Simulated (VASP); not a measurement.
Here is a VASP 6.6.1 calculation.

File INCAR:

```
  PREC = Accurate
  ENCUT = 520
  EDIFF = 1E-6
  ISMEAR = 0
  SIGMA = 0.1
  LREAL = False
  LASPH = True
  NELM = 150
  ALGO = Normal
  ISIF = 2
  LWAVE = False
  LCHARG = False
  ISPIN = 2
  MAGMOM = 2 0
  LORBIT = 11
  LMAXMIX = 4
  GGA = PS
  NBANDS = 24
```

The input KPOINTS:

```
regular mesh
0
Gamma
  14 14 14
```

Contents of POSCAR:

```
VRu
1.0
    3.0000000000      0.0000000000      0.0000000000
    0.0000000000      3.0000000000      0.0000000000
    0.0000000000      0.0000000000      3.0000000000
V Ru
1 1
Direct
    0.5000000000      0.5000000000      0.5000000000
    0.0000000000      0.0000000000      0.0000000000
```

Potentials or basis: VASP PAW PBE potentials, release 64 (V_sv, Ru_pv).

Command:

```bash
$ cat potpaw_PBE.64/V_sv/POTCAR potpaw_PBE.64/Ru_pv/POTCAR > POTCAR
$ mpirun -np 1 vasp_std > vasp.out
```

Q: Estimate the pressure.

A: -7.0 GPa.

Q: What does it give for the net moment?

A: 0.48 μB per cell.

Caveat: the cell stands under tension; the PAW data sets were made with another functional, which shifts forces and pressure a little.
